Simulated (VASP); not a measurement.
Wanted: the native input for a VASP 6.6.1 run.

```yaml
Task: single point
Functional: PBE
Potentials_or_basis: VASP PAW PBE potentials, release 64 (Rb_sv, Br)
Cutoff: 500 eV
k_mesh: 4 × 4 × 4
Occupations: gaussian, width 0.01 eV
Spin: no spin polarisation
Dipole_correction: no
Further_INCAR_settings: ALGO = Normal; EDIFF = 1e-06; NBANDS = 15
```

The structure of RbBr lies in POSCAR:

```
RbBr
1.0
    0.0000000000      3.4023815777      3.4023815777
    3.4023815777      0.0000000000      3.4023815777
    3.4023815777      3.4023815777      0.0000000000
Rb Br
1 1
Direct
    0.0000000000      0.0000000000      0.0000000000
    0.5000000000      0.5000000000      0.5000000000
```

This cell differs from its parent crystal: volume changed by -5%.

One way to write it, as run:

INCAR

```
PREC = Accurate ; ENCUT = 500
EDIFF = 1E-6 ; ISMEAR = 0
SIGMA = 0.01 ; LREAL = False
LASPH = True ; NELM = 120
ALGO = Normal ; ISIF = 2
LWAVE = False ; LCHARG = False
GGA = PE ; NBANDS = 15
GGA_COMPAT = False
```

KPOINTS

```
regular mesh
0
Gamma
  4 4 4
```

Potentials or basis: VASP PAW PBE potentials, release 64 (Rb_sv, Br).

Launch:

```console
$ cat potpaw_PBE.64/Rb_sv/POTCAR potpaw_PBE.64/Br/POTCAR > POTCAR
$ mpirun -np 1 vasp_std > vasp.out
```

It gave:

The pressure is 1.4 GPa. The band gap on the k mesh is 4.42 eV, direct.

Run time: 14 s on 1 thread of Intel(R) Xeon(R) Platinum 8488C (Sapphire Rapids), on a shared host, peak memory 0.2 GiB.
